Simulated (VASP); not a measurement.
Runs of VASP 6.6.1 on SnO2. The structure is that of space group P4_2/mnm (No. 136), or close to it. The cells are those of the table. 

| cell | gap on the mesh (eV) | pressure (GPa) | largest force (eV/Å) |
| --- | --- | --- | --- |
| a = 4.761, b = 4.761, c = 3.200 Å, 6 atoms | (c) | 1.1 | 0.02 |
| a = 4.856, b = 4.856, c = 3.160 Å, 6 atoms | 1.60 | -3.0 | 0.05 |
| a = 4.951, b = 4.951, c = 3.125 Å, 6 atoms | (a) | -6.3 | 0.06 |
| a = 4.808, b = 4.808, c = 3.179 Å, 6 atoms | 1.69 | (b) | 0.03 |
| a = 4.903, b = 4.903, c = 3.142 Å, 6 atoms | 1.51 | -4.8 | 0.05 |

Alike in all rows: task single point; level r2SCAN; potentials or basis VASP PAW PBE potentials, release 64 (Sn_d, O); no spin polarisation; k mesh 6 × 6 × 8; cutoff (eV) 520; smearing gaussian 0.01 eV.

**Question.** Fill in the values left out.

**Answer.** (a) 1.44; (b) -1.1; (c) 1.79.

Caveats: the PAW data sets were made with another functional, which shifts forces and pressure a little; spin-orbit coupling is left out, which moves the levels of the heavy elements; the cell stands under tension (at least some runs).

A k mesh can miss the band edges, and the runs leave out spin-orbit coupling on Sn.
